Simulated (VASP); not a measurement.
Wanted: the native input for a VASP 6.6.1 run.

```
Task                   : single point
Functional             : PBE
Potentials or basis    : VASP PAW PBE potentials, release 64 (Mg, B)
Cutoff                 : 520 eV
k mesh                 : 8 × 8 × 8
Occupations            : fermi-dirac, width 0.05 eV
Spin                   : no spin polarisation
Dipole correction      : no
Further INCAR settings : ALGO = Normal; EDIFF = 1e-07; NBANDS = 10
```

The structure of MgB lies in POSCAR:

```
MgB
1.0
    2.8372470000      0.0000000000      0.0000000000
    0.0000000000      2.8372470000      0.0000000000
    0.0000000000      0.0000000000      2.8951500000
Mg B
1 1
Direct
    0.0000000000      0.0000000000      0.0000000000
    0.5000000000      0.5000000000      0.5000000000
```

The input as run:

INCAR

```
PREC = Accurate
ENCUT = 520
EDIFF = 1E-7
ISMEAR = -1
SIGMA = 0.05
LREAL = F
LASPH = T
NELM = 100
ALGO = Normal
ISIF = 2
LWAVE = F
LCHARG = F
GGA = PE
NBANDS = 10
```

KPOINTS

```
Automatic mesh
0
Gamma
  8 8 8
```

Potentials or basis: VASP PAW PBE potentials, release 64 (Mg, B).

Command:

```console
$ cat potpaw_PBE.64/Mg/POTCAR potpaw_PBE.64/B/POTCAR > POTCAR
$ mpirun -np 1 vasp_std > vasp.out
```

It gave:

```
Pressure : 3.7 GPa
```

Run time: 5.2 s on 1 thread of Intel Xeon 6975P-C (shared host), peak memory 0.15 GiB.
